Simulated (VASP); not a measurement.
# MgSe (Fm-3m) in VASP: a series of runs

The runs below take MgSe through single point, with PBE-based screened hybrid, PBE-based global hybrid.

All numbers are computed with VASP 6.6.1; they aren't measurements. Logs are shortened: lines on timing, memory, paths and dates and some standing lists are left out, and cuts for length are marked.

## (1) The cell of the first run

The structure is cubic, space group Fm-3m (No. 225). Conventional cell: a = 5.451 Å, b = 5.451 Å, c = 5.451 Å, α = 90.00°, β = 90.00°, γ = 90.00°. Mg (site symmetry m-3m) has 6 Se at 2.73 Å within 3.6 Å. Within 3.6 Å of Se (site symmetry m-3m) lie 6 Mg at 2.73 Å.

## (2) Single point, PBE-based screened hybrid

Input file POSCAR:

```
MgSe
1.0
    0.0000000000      2.7254991651      2.7254991651
    2.7254991651      0.0000000000      2.7254991651
    2.7254991651      2.7254991651      0.0000000000
Mg Se
1 1
Direct
    0.0000000000      0.0000000000      0.0000000000
    0.5000000000      0.5000000000      0.5000000000
```

Input file INCAR.step1:

```
SYSTEM = MgSe
  ALGO = Normal
  EDIFF = 1E-5
  ENCUT = 520
  GGA = PE
  GGA_COMPAT = .False.
  ISIF = 2
  ISMEAR = 0
  LASPH = .True.
  LCHARG = .False.
  LREAL = .False.
  LWAVE = .True.
  NBANDS = 11
  NELM = 120
  PREC = Accurate
  SIGMA = 0.05
```

Input file INCAR.step2:

```
SYSTEM = MgSe
  AEXX = 0.25
  ALGO = Normal
  EDIFF = 1E-6
  ENCUT = 520
  GGA = PE
  GGA_COMPAT = .False.
  HFSCREEN = 0.1
  ISIF = 2
  ISMEAR = 0
  ISTART = 1
  LASPH = .True.
  LCHARG = .False.
  LHFCALC = .True.
  LREAL = .False.
  LWAVE = .False.
  NBANDS = 11
  NELM = 120
  PREC = Accurate
  PRECFOCK = Normal
  SIGMA = 0.05
```

Input file KPOINTS:

```
k-points
0
Gamma
  4 4 4
  0 0 0
```

Potentials or basis: VASP PAW PBE potentials, release 64 (Mg, Se).

Command:

```sh
cat potpaw_PBE.64/Mg/POTCAR potpaw_PBE.64/Se/POTCAR > POTCAR
cp INCAR.step1 INCAR
mpirun -np 1 vasp_std > vasp.out
cp INCAR.step2 INCAR
mpirun -np 1 vasp_std > vasp.out
```

OUTCAR:

```text
SYSTEM = MgSe
   AEXX = 0.25
   EDIFF = 1E-6
   ENCUT = 520
   GGA = PE
   HFSCREEN = 0.1
   ISIF = 2
   ISMEAR = 0
   ISTART = 1
   LASPH = .True.
   LHFCALC = .True.
   LREAL = .False.
   NELM = 120
   PREC = Accurate
   PRECFOCK = Normal

 ion  position               nearest neighbor table
   1  0.000  0.000  0.000-   2 2.73   2 2.73   2 2.73   2 2.73   2 2.73   2 2.73
   2  0.500  0.500  0.500-   1 2.73   1 2.73   1 2.73   1 2.73   1 2.73   1 2.73

  LATTYP: Found a face centered cubic cell.
 ALAT       =     5.4509983302

  Lattice vectors:

 A1 = (   0.0000000000,   2.7254991651,   2.7254991651)
 A2 = (   2.7254991651,   0.0000000000,   2.7254991651)
 A3 = (   2.7254991651,   2.7254991651,   0.0000000000)

Analysis of symmetry for initial positions (statically):
=====================================================================
 Subroutine PRICEL returns:
 Original cell was already a primitive cell.

 Routine SETGRP: Setting up the symmetry group for a
 face centered cubic supercell.

 Subroutine GETGRP returns: Found 48 space group operations
 (whereof 48 operations were pure point group operations)
 out of a pool of 48 trial point group operations.

The static configuration has the point symmetry O_h .

Analysis of symmetry for dynamics (positions and initial velocities):
=====================================================================
 Subroutine PRICEL returns:
 Original cell was already a primitive cell.

 Routine SETGRP: Setting up the symmetry group for a
 face centered cubic supercell.

 Subroutine GETGRP returns: Found 48 space group operations
 (whereof 48 operations were pure point group operations)
 out of a pool of 48 trial point group operations.

The dynamic configuration has the point symmetry O_h .

 Subroutine INISYM returns: Found 48 space group operations
 (whereof 48 operations are pure point group operations),
 and found     1 'primitive' translations

----------------------------------------------------------------------------------------

                                     Primitive cell

  volume of cell :      40.4919

  direct lattice vectors                    reciprocal lattice vectors
     0.000000000  2.725499165  2.725499165    -0.183452634  0.183452634  0.183452634
[... 83 lines left out ...]
   EFERMI =   0.00;   METHOD = LEGACY
   ISMEAR =     0;   SIGMA  =   0.05  broadening in eV -4-tet -1-fermi 0-gaus
   EFERMI_NEDOS =   21; number of points for ismear=-14 and -15
   IALGO  =     38    algorithm
   IMIX   =      1    mixing-type and parameters
     AMIX     =   0.40;   BMIX     =  1.00
     AMIX_MAG =   1.60;   BMIX_MAG =  1.00
  volume/ion in A,a.u.               =      20.25       136.63
  Fermi-wavevector in a.u.,A,eV,Ry     =   0.953488  1.801832 12.369604  0.909140
  Thomas-Fermi vector in A             =   2.082148
   LORBIT       =      0    0 simple, 1 ext, 2 COOP (PROOUT), +10 PAW based schemes
   GGA     = PE    functional components
   LHFCALC =     T    Hartree Fock is set to
   PRECFOCK=normal    Normal, Fast or Accurate (Low or Medium for compatibility)
   ENCUT4O =  -1.0   cutoff for four orbital integrals eV
   NKREDX  =     1    reduce k-point grid by
   NKREDY  =     1    reduce k-point grid by
   NKREDZ  =     1    reduce k-point grid by
   AEXX    =    0.2500 exact exchange contribution
   HFSCREEN=    0.1000 screening length (either q_TF or 0.3 A-1)
   HFSCREENC=   0.1000 screening length for correlation (either q_TF or 0.3 A-1)
   ENCUTFOCK=  -1.0 apply spherical cutoff to Coloumb kernel
   IVDW    =     0    specifies the selected vdW correction
   LEPSILON=     F    determine dielectric tensor
   LRPA    =     F    only Hartree local field effects (RPA)
 non-spin polarized calculation
 Gauss-broadening in eV      SIGMA  =   0.05
  energy-cutoff  :      520.00
  volume of cell :       40.49
 maximum number of plane-waves:      1106
 NGX is ok and might be reduce to    30
  NGX = 24; NGY = 24; NGZ = 24

 number of electron       8.0000001 magnetization

 Free energy of the ion-electron system (eV)
  ---------------------------------------------------
  ext. energy  EPLUGINS =         0.00000000
  ---------------------------------------------------
  free energy    TOTEN  =        -9.00900109 eV

  energy without entropy =       -9.00900109  energy(sigma->0) =       -9.00900109

 E-fermi :   2.6932     XC(G=0):  -7.7027

 val. band max:        2.4537123100   @ k =   0.0000   0.0000   0.0000
 cond. band min:       5.4433844902   @ k =   0.5000   0.5000   0.0000
 fundamental gap:      2.9896721802
 Fermi energy:         2.6932497836

 k-point     1 :       0.0000    0.0000    0.0000
  band No.  band energies     occupation
      1     -11.7394      2.00000
      2       2.4537      2.00000
      3       2.4537      2.00000
      4       2.4537      2.00000
      5       6.3925      0.00000
      6      11.2422      0.00000
      7      11.2422      0.00000
      8      11.2422      0.00000
      9      13.9759      0.00000
     10      13.9759      0.00000
     11      14.8861      0.00000
[... 85 lines left out ...]
 k-point     8 :      -0.2500    0.5000    0.2500
  band No.  band energies     occupation
      1     -10.0690      2.00000
      2      -1.1817      2.00000
      3      -1.1817      2.00000
      4      -0.2666      2.00000
      5       8.3187      0.00000
      6      10.9113      0.00000
      7      11.4333      0.00000
      8      11.4333      0.00000
      9      17.3751      0.00000
     10      17.3751      0.00000
     11      19.0686      0.00000

------------------------ aborting loop because EDIFF is reached ----------------------------------------

  FORCE on cell =-STRESS in cart. coord.  units (eV):
  Direction    XX          YY          ZZ          XY          YZ          ZX
  --------------------------------------------------------------------------------------
  -------------------------------------------------------------------------------------
  Total        0.0962541      0.0962541      0.0962541      0.0000000      0.0000000      0.0000000
  in kB        3.8085673      3.8085673      3.8085673      0.0000000      0.0000000      0.0000000
  external PRESSURE =       3.8085673 kB  Pullay stress =       0.0000000 kB

 VOLUME and BASIS-vectors are now :
 -----------------------------------------------------------------------------
  energy-cutoff  :      520.00
  volume of cell :       40.49
      direct lattice vectors                 reciprocal lattice vectors
     0.000000000  2.725499165  2.725499165    -0.183452634  0.183452634  0.183452634
     2.725499165  0.000000000  2.725499165     0.183452634 -0.183452634  0.183452634
     2.725499165  2.725499165  0.000000000     0.183452634  0.183452634 -0.183452634

 POSITION                                       TOTAL-FORCE (eV/Angst)
 -----------------------------------------------------------------------------------
      0.00000      0.00000      0.00000        -0.000000      0.000000     -0.000000
      2.72550      2.72550      2.72550         0.000000      0.000000      0.000000
 -----------------------------------------------------------------------------------
    total drift:                               -0.000000     -0.000000     -0.000000

  FREE ENERGIE OF THE ION-ELECTRON SYSTEM (eV)
  ---------------------------------------------------
  free  energy   TOTEN  =        -9.0090010895 eV

  energy  without entropy=       -9.0090010895  energy(sigma->0) =       -9.00900109
```

OSZICAR.step1:

```text
N       E                     dE             d eps       ncg     rms          rms(c)
DAV:   1     0.230836996136E+02    0.23084E+02   -0.32983E+03   176   0.568E+02
DAV:   2    -0.625195024965E+01   -0.29336E+02   -0.28257E+02   211   0.925E+01
DAV:   3    -0.772662180850E+01   -0.14747E+01   -0.14688E+01   219   0.225E+01
DAV:   4    -0.773389512403E+01   -0.72733E-02   -0.72728E-02   203   0.192E+00
DAV:   5    -0.773394255835E+01   -0.47434E-04   -0.47434E-04   211   0.157E-01    0.300E+00
DAV:   6    -0.745927459771E+01    0.27467E+00   -0.46810E-01   191   0.259E+00    0.191E+00
DAV:   7    -0.741289944837E+01    0.46375E-01   -0.22559E-01   194   0.193E+00    0.954E-01
DAV:   8    -0.741287234734E+01    0.27101E-04   -0.10017E-02   191   0.546E-01    0.249E-01
DAV:   9    -0.741279186698E+01    0.80480E-04   -0.27069E-04   200   0.895E-02    0.117E-01
DAV:  10    -0.741280819809E+01   -0.16331E-04   -0.12173E-04   197   0.492E-02    0.231E-02
DAV:  11    -0.741280520871E+01    0.29894E-05   -0.16713E-05   153   0.167E-02
   1 F= -.74128052E+01 E0= -.74128052E+01  d E =-.811769E-11
```

Wall time 66 s (1 thread of Intel Xeon 6975P-C (Granite Rapids), shared host); peak memory 0.28 GiB.

What came out:

| Property | Result |
| --- | --- |
| Free energy | -9.0090 eV |
| Pressure | 0.4 GPa |
| Band gap on the k mesh | 2.99 eV, indirect (least direct gap 3.94 eV) |

Caveat: the k points lie up to 0.50 Å⁻¹ apart; the PAW data sets were made with another functional, which shifts forces and pressure a little. A k mesh can miss the band edges.

## (3) Single point, PBE-based global hybrid

POSCAR is that of step 2.

Input file INCAR.step1:

```
PREC = Accurate
ENCUT = 520
EDIFF = 1E-5
ISMEAR = 0
SIGMA = 0.05
LREAL = False
LASPH = True
NELM = 120
ALGO = Normal
ISIF = 2
LWAVE = True
NBANDS = 11
GGA = PE
GGA_COMPAT = False
```

Input file INCAR.step2:

```
PREC = Accurate
ENCUT = 520
EDIFF = 1E-6
ISMEAR = 0
SIGMA = 0.05
LREAL = False
LASPH = True
NELM = 120
ALGO = Normal
ISIF = 2
LWAVE = False
LCHARG = True
GGA = PE
LHFCALC = True
AEXX = 0.4
PRECFOCK = Normal
LELF = True
LVHAR = True
NBANDS = 11
ISTART = 1
GGA_COMPAT = False
```

Input file KPOINTS:

```
Automatic mesh
0
Gamma
  4 4 4
```

Potentials or basis: VASP PAW PBE potentials, release 64 (Mg, Se).

Command:

```sh
cat potpaw_PBE.64/Mg/POTCAR potpaw_PBE.64/Se/POTCAR > POTCAR
cp INCAR.step1 INCAR
mpirun -np 1 vasp_std > vasp.out
cp INCAR.step2 INCAR
mpirun -np 1 vasp_std > vasp.out
```

OUTCAR:

```text
PREC = Accurate
   ENCUT = 520
   EDIFF = 1E-6
   ISMEAR = 0
   LREAL = False
   LASPH = True
   NELM = 120
   ISIF = 2
   GGA = PE
   LHFCALC = True
   AEXX = 0.4
   PRECFOCK = Normal
   ISTART = 1

 ion  position               nearest neighbor table
   1  0.000  0.000  0.000-   2 2.73   2 2.73   2 2.73   2 2.73   2 2.73   2 2.73
   2  0.500  0.500  0.500-   1 2.73   1 2.73   1 2.73   1 2.73   1 2.73   1 2.73

  LATTYP: Found a face centered cubic cell.
 ALAT       =     5.4509983302

  Lattice vectors:

 A1 = (   0.0000000000,   2.7254991651,   2.7254991651)
 A2 = (   2.7254991651,   0.0000000000,   2.7254991651)
 A3 = (   2.7254991651,   2.7254991651,   0.0000000000)

Analysis of symmetry for initial positions (statically):
=====================================================================
 Subroutine PRICEL returns:
 Original cell was already a primitive cell.

 Routine SETGRP: Setting up the symmetry group for a
 face centered cubic supercell.

 Subroutine GETGRP returns: Found 48 space group operations
 (whereof 48 operations were pure point group operations)
 out of a pool of 48 trial point group operations.

[... 164 lines left out ...]
      2       1.6432      2.00000
      3       1.6432      2.00000
      4       1.6432      2.00000
      5       7.0736      0.00000
      6      11.9405      0.00000
      7      11.9405      0.00000
      8      11.9405      0.00000
      9      14.7801      0.00000
     10      14.7801      0.00000
     11      15.6068      0.00000
[... 85 lines left out ...]
 k-point     8 :      -0.2500    0.5000    0.2500
  band No.  band energies     occupation
      1     -11.5151      2.00000
      2      -2.1661      2.00000
      3      -2.1661      2.00000
      4      -1.1613      2.00000
      5       8.9882      0.00000
      6      11.6675      0.00000
      7      12.1357      0.00000
      8      12.1357      0.00000
      9      18.3091      0.00000
     10      18.3091      0.00000
     11      20.0359      0.00000

------------------------ aborting loop because EDIFF is reached ----------------------------------------

  FORCE on cell =-STRESS in cart. coord.  units (eV):
  Direction    XX          YY          ZZ          XY          YZ          ZX
  --------------------------------------------------------------------------------------
  -------------------------------------------------------------------------------------
  Total       -0.1173022     -0.1173022     -0.1173022     -0.0000000      0.0000000     -0.0000000
  in kB       -4.6413958     -4.6413958     -4.6413958     -0.0000000      0.0000000     -0.0000000
  external PRESSURE =      -4.6413958 kB  Pullay stress =       0.0000000 kB

 VOLUME and BASIS-vectors are now :
 -----------------------------------------------------------------------------
  energy-cutoff  :      520.00
  volume of cell :       40.49
      direct lattice vectors                 reciprocal lattice vectors
     0.000000000  2.725499165  2.725499165    -0.183452634  0.183452634  0.183452634
     2.725499165  0.000000000  2.725499165     0.183452634 -0.183452634  0.183452634
     2.725499165  2.725499165  0.000000000     0.183452634  0.183452634 -0.183452634

 POSITION                                       TOTAL-FORCE (eV/Angst)
 -----------------------------------------------------------------------------------
      0.00000      0.00000      0.00000        -0.000000      0.000000      0.000000
      2.72550      2.72550      2.72550         0.000000     -0.000000     -0.000000
 -----------------------------------------------------------------------------------
    total drift:                               -0.000000     -0.000000     -0.000000

  FREE ENERGIE OF THE ION-ELECTRON SYSTEM (eV)
  ---------------------------------------------------
  free  energy   TOTEN  =       -10.4333273693 eV

  energy  without entropy=      -10.4333273693  energy(sigma->0) =      -10.43332737
```

OUTCAR.step1:

```text
PREC = Accurate
   ENCUT = 520
   EDIFF = 1E-5
   ISMEAR = 0
   LREAL = False
[... 316 lines left out ...]
      0.00000      0.00000      0.00000         0.000000      0.000000      0.000000
      2.72550      2.72550      2.72550        -0.000000     -0.000000     -0.000000
 -----------------------------------------------------------------------------------
    total drift:                               -0.000000     -0.000000      0.000000

  FREE ENERGIE OF THE ION-ELECTRON SYSTEM (eV)
  ---------------------------------------------------
  free  energy   TOTEN  =        -7.4128052087 eV

  energy  without entropy=       -7.4128052087  energy(sigma->0) =       -7.41280521
```

Wall time 64 s (1 thread of Intel Xeon 6975P-C (Granite Rapids), shared host); peak memory 0.18 GiB.

Results:

```yaml
Free_energy: -10.4333 eV
Pressure: -0.5 GPa
Band_gap_on_the_k_mesh: 4.40 eV, indirect (least direct gap 5.43 eV)
```

Caveat: the k points lie up to 0.50 Å⁻¹ apart; the PAW data sets were made with another functional, which shifts forces and pressure a little. A k mesh can miss the band edges.
